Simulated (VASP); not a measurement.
# Cr (Im-3m) in VASP: single point with LDA

Aim: the single point of Cr with LDA.

All numbers are computed with VASP 6.6.1; they aren't measurements. Logs are shortened: lines on timing, memory, paths and dates and some standing lists are left out, and cuts for length are marked.

### Step 1. The cell of the first run

The structure is cubic, space group Im-3m (No. 229). Conventional cell: a = 2.788 Å, b = 2.788 Å, c = 2.788 Å, α = 90.00°, β = 90.00°, γ = 90.00°. Within 3.2 Å of Cr (site symmetry m-3m) lie 14 Cr at 2.41 to 2.79 Å.

### Step 2. Single point, LDA, collinear spin

The input, POSCAR:

```
Cr
1.0
   -1.3941451144      1.3941451144      1.3941451144
    1.3941451144     -1.3941451144      1.3941451144
    1.3941451144      1.3941451144     -1.3941451144
Cr
1
Direct
    0.0000000000      0.0000000000      0.0000000000
```

The input, INCAR.step1:

```
SYSTEM = Cr
PREC = Accurate
ENCUT = 520
EDIFF = 1E-6
ISMEAR = 0
SIGMA = 0.05
LREAL = .False.
LASPH = .True.
NELM = 150
ALGO = Normal
ISIF = 2
LWAVE = .False.
LCHARG = .True.
ISPIN = 2
MAGMOM = 0.05
LMAXMIX = 4
NBANDS = 16
```

The input, KPOINTS.step1:

```
regular mesh
0
Gamma
  20 20 20
  0 0 0
```

The input, INCAR.step2:

```
SYSTEM = Cr
PREC = Accurate
ENCUT = 520
EDIFF = 1E-6
ISMEAR = -5
SIGMA = 0.05
LREAL = .False.
LASPH = .True.
NELM = 150
ALGO = Normal
ISIF = 2
LWAVE = .False.
LCHARG = .False.
ISPIN = 2
MAGMOM = 0.05
LORBIT = 11
LMAXMIX = 4
NBANDS = 16
NEDOS = 2001
ICHARG = 11
```

The input, KPOINTS.step2:

```
regular mesh
0
Gamma
  30 30 30
  0 0 0
```

Potentials or basis: VASP PAW LDA potentials, release 64 (Cr_pv).

Command:

```bash
$ cat potpaw_LDA.64/Cr_pv/POTCAR > POTCAR
$ cp INCAR.step1 INCAR
$ cp KPOINTS.step1 KPOINTS
$ mpirun -np 1 vasp_std > vasp.out
$ cp INCAR.step2 INCAR
$ cp KPOINTS.step2 KPOINTS
$ mpirun -np 1 vasp_std > vasp.out
```

OUTCAR:

```text
SYSTEM = Cr
   PREC = Accurate
   ENCUT = 520
   EDIFF = 1E-6
   ISMEAR = -5
   LREAL = .False.
   LASPH = .True.
   NELM = 150
   ISIF = 2
   ISPIN = 2
   LORBIT = 11
   ICHARG = 11

 ion  position               nearest neighbor table
   1  0.000  0.000  0.000-

  LATTYP: Found a body centered cubic cell.
 ALAT       =     2.7882902288

  Lattice vectors:

 A1 = (  -1.3941451144,   1.3941451144,   1.3941451144)
 A2 = (   1.3941451144,  -1.3941451144,   1.3941451144)
 A3 = (   1.3941451144,   1.3941451144,  -1.3941451144)

Analysis of symmetry for initial positions (statically):
=====================================================================
 Subroutine PRICEL returns:
 Original cell was already a primitive cell.

 Routine SETGRP: Setting up the symmetry group for a
 body centered cubic supercell.

 Subroutine GETGRP returns: Found 48 space group operations
 (whereof 48 operations were pure point group operations)
 out of a pool of 48 trial point group operations.

The static configuration has the point symmetry O_h .

Analysis of symmetry for dynamics (positions and initial velocities):
=====================================================================
 Subroutine PRICEL returns:
 Original cell was already a primitive cell.

 Routine SETGRP: Setting up the symmetry group for a
 body centered cubic supercell.

 Subroutine GETGRP returns: Found 48 space group operations
 (whereof 48 operations were pure point group operations)
 out of a pool of 48 trial point group operations.

The dynamic configuration has the point symmetry O_h .

Analysis of structural, dynamic, and magnetic symmetry:
=====================================================================
 Subroutine PRICEL returns:
 Original cell was already a primitive cell.

 Routine SETGRP: Setting up the symmetry group for a
 body centered cubic supercell.

 Subroutine GETGRP returns: Found 48 space group operations
 (whereof 48 operations were pure point group operations)
 out of a pool of 48 trial point group operations.

The overall configuration has the point symmetry O_h .

 Subroutine INISYM returns: Found 48 space group operations
 (whereof 48 operations are pure point group operations),
 and found     1 'primitive' translations

----------------------------------------------------------------------------------------

                                     Primitive cell

  volume of cell :      10.8389

  direct lattice vectors                    reciprocal lattice vectors
[... 97 lines left out ...]
   PSTRESS=    0.0 pullay stress
   NELECT =      12.0000    total number of electrons
   NUPDOWN=      -1.0000    fix difference up-down
   EMIN   =  10.00;   EMAX   =-10.00  energy-range for DOS
   EFERMI =   0.00;   METHOD = LEGACY
   ISMEAR =    -5;   SIGMA  =   0.05  broadening in eV -4-tet -1-fermi 0-gaus
   EFERMI_NEDOS =   21; number of points for ismear=-14 and -15
   IALGO  =     38    algorithm
   IMIX   =      4    mixing-type and parameters
     AMIX     =   0.40;   BMIX     =  1.00
     AMIX_MAG =   1.60;   BMIX_MAG =  1.00
  volume/ion in A,a.u.               =      10.84        73.14
  Fermi-wavevector in a.u.,A,eV,Ry     =   1.693586  3.200414 39.024689  2.868234
  Thomas-Fermi vector in A             =   2.774965
   LORBIT       =     11    0 simple, 1 ext, 2 COOP (PROOUT), +10 PAW based schemes
   GGA     = CA    functional components
   LHFCALC =     F    Hartree Fock is set to
   AEXX    =    0.0000 exact exchange contribution
   IVDW    =     0    specifies the selected vdW correction
   LEPSILON=     F    determine dielectric tensor
   LRPA    =     F    only Hartree local field effects (RPA)
 spin polarized calculation
 Fermi weights with tetrahedron method with Bloechl corrections
  energy-cutoff  :      520.00
  volume of cell :       10.84
 maximum number of plane-waves:       321
 NGX is ok and might be reduce to    18

 number of electron      12.0000011 magnetization       0.0000172

 Free energy of the ion-electron system (eV)
  ---------------------------------------------------
  ext. energy  EPLUGINS =         0.00000000
  ---------------------------------------------------
  free energy    TOTEN  =       -10.62894276 eV

  energy without entropy =      -10.62894276  energy(sigma->0) =      -10.62894276

 E-fermi :  11.7513     XC(G=0): -14.3794

 val. band max:       11.7475085422   @ k =  -0.1667   0.2000   0.0667
 cond. band min:      11.7120918825   @ k =  -0.1667   0.2000   0.1000
 fundamental gap:     -0.0354166597
 Fermi energy:        11.7512973389

 spin component 1

 k-point     1 :       0.0000    0.0000    0.0000
  band No.  band energies     occupation
      1     -30.5153      1.00000
      2     -30.5153      1.00000
      3     -30.5153      1.00000
      4       3.7295      1.00000
      5      10.7231      1.00000
      6      10.7231      1.00000
[... 435 lines left out ...]
      5       9.6506      1.00000
      6      10.4415      1.00000
[... 8 lines left out ...]
     15      41.9164      0.00000
     16      43.2641      0.00000

 [... further k-points ...]

 spin component 2

 k-point     1 :       0.0000    0.0000    0.0000
  band No.  band energies     occupation
      1     -30.5153      1.00000
      2     -30.5153      1.00000
      3     -30.5153      1.00000
      4       3.7295      1.00000
      5      10.7231      1.00000
      6      10.7231      1.00000
[... 435 lines left out ...]
      5       9.6506      1.00000
      6      10.4415      1.00000
[... 8 lines left out ...]
     15      41.9164      0.00000
     16      43.2642      0.00000

 [... further k-points ...]
[... 5 lines left out ...]
  --------------------------------------------------------------------------------------
  -------------------------------------------------------------------------------------
  Total        0.0008619      0.0008619      0.0008619      0.0000000     -0.0000000      0.0000000
  in kB        0.1274051      0.1274051      0.1274051      0.0000000     -0.0000000      0.0000000
  external PRESSURE =       0.1274051 kB  Pullay stress =       0.0000000 kB

 VOLUME and BASIS-vectors are now :
 -----------------------------------------------------------------------------
  energy-cutoff  :      520.00
  volume of cell :       10.84
      direct lattice vectors                 reciprocal lattice vectors
    -1.394145114  1.394145114  1.394145114     0.000000000  0.358642723  0.358642723
     1.394145114 -1.394145114  1.394145114     0.358642723  0.000000000  0.358642723
     1.394145114  1.394145114 -1.394145114     0.358642723  0.358642723  0.000000000

 POSITION                                       TOTAL-FORCE (eV/Angst)
 -----------------------------------------------------------------------------------
      0.00000      0.00000      0.00000        -0.000000      0.000000      0.000000
 -----------------------------------------------------------------------------------
    total drift:                               -0.000000     -0.000000      0.000000

  FREE ENERGIE OF THE ION-ELECTRON SYSTEM (eV)
  ---------------------------------------------------
  free  energy   TOTEN  =       -10.6289427624 eV

  energy  without entropy=      -10.6289427624  energy(sigma->0) =      -10.62894276

 total charge

# of ion       s       p       d       tot
------------------------------------------
    1        0.449   6.442   4.314  11.205

 magnetization (x)

# of ion       s       p       d       tot
------------------------------------------
    1       -0.000   0.000   0.000   0.000
```

OUTCAR.step1:

```text
SYSTEM = Cr
   PREC = Accurate
   ENCUT = 520
   EDIFF = 1E-6
   ISMEAR = 0
   LREAL = .False.
   LASPH = .True.
   NELM = 150
[... 1151 lines left out ...]
 -----------------------------------------------------------------------------------
      0.00000      0.00000      0.00000         0.000000      0.000000     -0.000000
 -----------------------------------------------------------------------------------
    total drift:                                0.000000      0.000000      0.000000

  FREE ENERGIE OF THE ION-ELECTRON SYSTEM (eV)
  ---------------------------------------------------
  free  energy   TOTEN  =       -10.6308091400 eV

  energy  without entropy=      -10.6299784847  energy(sigma->0) =      -10.63039381
```

OSZICAR.step1:

```text
N       E                     dE             d eps       ncg     rms          rms(c)
DAV:   1     0.771302718683E+02    0.77130E+02   -0.61360E+03 17008   0.863E+02
DAV:   2    -0.108429862934E+02   -0.87973E+02   -0.83346E+02 17752   0.247E+02
DAV:   3    -0.122932166636E+02   -0.14502E+01   -0.14485E+01 18632   0.350E+01
DAV:   4    -0.122976963668E+02   -0.44797E-02   -0.44797E-02 18872   0.193E+00
DAV:   5    -0.122977248442E+02   -0.28477E-04   -0.28477E-04 18936   0.138E-01    0.119E+01
DAV:   6    -0.106768244186E+02    0.16209E+01   -0.19152E+00 16768   0.261E+01    0.146E+00
DAV:   7    -0.106464040932E+02    0.30420E-01   -0.31910E-02 17152   0.213E+00    0.803E-01
DAV:   8    -0.106307545201E+02    0.15650E-01   -0.39617E-03 19608   0.785E-01    0.103E-01
DAV:   9    -0.106307887230E+02   -0.34203E-04   -0.16312E-04 17480   0.134E-01    0.317E-02
DAV:  10    -0.106308043635E+02   -0.15640E-04   -0.30477E-06 19464   0.234E-02    0.118E-02
DAV:  11    -0.106308090331E+02   -0.46697E-05   -0.38912E-07 13168   0.652E-03    0.316E-03
DAV:  12    -0.106308091400E+02   -0.10685E-06   -0.60472E-08  8544   0.225E-03
   1 F= -.10630809E+02 E0= -.10630394E+02  d E =-.830655E-03  mag=     0.0000
```

It took 2.1 min on 1 thread of Intel Xeon Platinum 8559C (Emerald Rapids), shared host; peak memory 0.46 GiB.

What came out:

```
Net moment                                            : 0.00 μB per cell
Valence electrons inside the program's atomic spheres : Cr 11.21
```

Caveat: tetrahedron occupations give inexact forces and stress in metals.
